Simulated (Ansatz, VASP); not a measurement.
# One calculation of W, two programs

INCAR

```
SYSTEM = W
PREC = Accurate
ENCUT = 520
EDIFF = 1E-6
ISMEAR = -1
SIGMA = 0.1
LREAL = .FALSE.
LASPH = .TRUE.
NELM = 80
ALGO = Normal
ISIF = 2
LWAVE = .FALSE.
LCHARG = .TRUE.
GGA = RP
LELF = .TRUE.
LVHAR = .TRUE.
NBANDS = 28
```

The input KPOINTS:

```
Automatic mesh
0
G
  9 9 13
  0 0 0
```

POSCAR

```
W
1.0
    4.7071833887      0.0000000000      0.0000000000
   -2.3535916944      4.0765403949      0.0000000000
    0.0000000000      0.0000000000      2.6212812935
W
3
Direct
    0.0000000000      0.0000000000      0.0000000000
    0.3333333333      0.6666666667      0.5000000000
    0.6666666667      0.3333333333      0.5000000000
```

Input for Ansatz:

```yaml
crystal:
  lattice:
    - [4.7071833887, 0.0, 0.0]
    - [-2.3535916944, 4.0765403949, 0.0]
    - [0.0, 0.0, 2.6212812935]
  atoms:
    - { symbol: W, position: [0.0, 0.0, 0.0] }
    - { symbol: W, position: [0.3333333333, 0.6666666667, 0.5] }
    - { symbol: W, position: [0.6666666667, 0.3333333333, 0.5] }
hamiltonian:
  xc: rpbe
  pseudopotentials:
    kind: paw
    azcp:
      W: "pseudopotentials/W.paw.azcp"
basis:
  ecutwfc: 420
  fft_grid_basis: typed
kpoints:
  mp_grid: { grid: [9, 9, 13], shift: [0, 0, 0] }
magnetization:
  spin_polarized: false
scf:
  occupations: { method: fermi_dirac, width: 0.1 }
  lower_state_search: "off"
output:
  stress: true
```

Alike in both runs: task single point; functional RPBE; k mesh 9 × 9 × 13; occupations fermi-dirac, width 0.1 eV; no spin polarisation.

|  | VASP | Ansatz |
| --- | --- | --- |
| version | VASP 6.6.1 | Ansatz 0.2.0 |
| potentials or method | VASP PAW PBE potentials, release 64 (W_sv), cutoff 520 eV | plane waves (420 eV) with PAW, scalar-relativistic |
| valence electrons in the cell | 42 | 42 |

VASP gave:

- pressure (GPa): 0.6
- traceless stress, the component that is largest in VASP (GPa): -0.55

**Question.** Estimate Ansatz's values.

**Answer.** Pressure (GPa): 0.1; traceless stress, the component that is largest in VASP (GPa): -0.84.

VASP's potentials were made for PBE, not for RPBE. With one functional, cell and mesh, what is left measures potentials, basis and numerics.

Neither program's run includes spin-orbit coupling.
